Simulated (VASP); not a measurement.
Os3Cl, 4 atoms in the cell. The structure is cubic, space group Pm-3m (No. 221). Conventional cell: a = 3.905 Å, b = 3.905 Å, c = 3.905 Å, α = 90.00°, β = 90.00°, γ = 90.00°. Os (site symmetry 4/mmm) has 8 Os at 2.76 Å and 4 Cl at 2.76 Å within 3.6 Å. Cl (site symmetry m-3m) has 12 Os at 2.76 Å within 3.6 Å. 

```yaml
Program: VASP 6.6.1
Task: relaxation of cell and atoms
Functional: PBE
Potentials_or_basis: VASP PAW PBE potentials, release 64 (Os, Cl)
Cutoff: 600 eV
k_mesh: 12 × 12 × 12
Occupations: gaussian, width 0.1 eV
Spin: no spin polarisation
Dipole_correction: no
Further_INCAR_settings: ALGO = Normal; EDIFF = 1e-06; IBRION = 2; EDIFFG = -0.01; NSW = 100; ISIF = 3
```

Potentials or basis: VASP PAW PBE potentials, release 64 (Os, Cl).

Launch:

```console
$ cat potpaw_PBE.64/Os/POTCAR potpaw_PBE.64/Cl/POTCAR > POTCAR
$ mpirun -np 1 vasp_std > vasp.out
```

Hardware: 1 thread of Intel(R) Xeon(R) Platinum 8488C (Sapphire Rapids), with other jobs on the host.

Q: Estimate the wall time of this run.

A: Run time: 2.3 min on 1 thread of Intel(R) Xeon(R) Platinum 8488C (Sapphire Rapids), on a shared host, peak memory 0.26 GiB. Counts: scf iterations 29, k points 84, ion steps 3.
